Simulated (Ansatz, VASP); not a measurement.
# Pb in VASP and in Ansatz

```
Pb
1.0
     0.00000    2.27222    2.46980
     2.27222    0.00000    2.46980
     2.27222    2.27222    0.00000
Pb
1
Cartesian
  0.0000 0.0000 0.0000
```

Change from the starting cell: strain -0.080 along x and y, +0.000 along z, atoms carried along.

Alike in both runs: task single point; functional PBE; k mesh 16 × 16 × 16; occupations gaussian, width 0.15 eV; no spin polarisation.

|  | VASP | Ansatz |
| --- | --- | --- |
| version | VASP 6.6.1 | Ansatz 0.2.0 |
| potentials or method | VASP PAW PBE potentials, release 64 (Pb_d), cutoff 520 eV | scalar-relativistic, plane waves, PAW |
| valence electrons in the cell | 14 | 14 |

```tsv
	VASP	Ansatz	Ansatz less VASP
gap on the k mesh at the Fermi level (eV)	none	none	-
pressure (GPa)	15.5	15.6	+0.03
traceless stress, the component that is largest in VASP (GPa)	-1.93	-1.93	0.000
```

A gap of «none» marks a metal or a gap that the smearing closes. The functional is the same, so the differences come from potentials, cutoffs and numerics.

Spin-orbit coupling is off throughout.
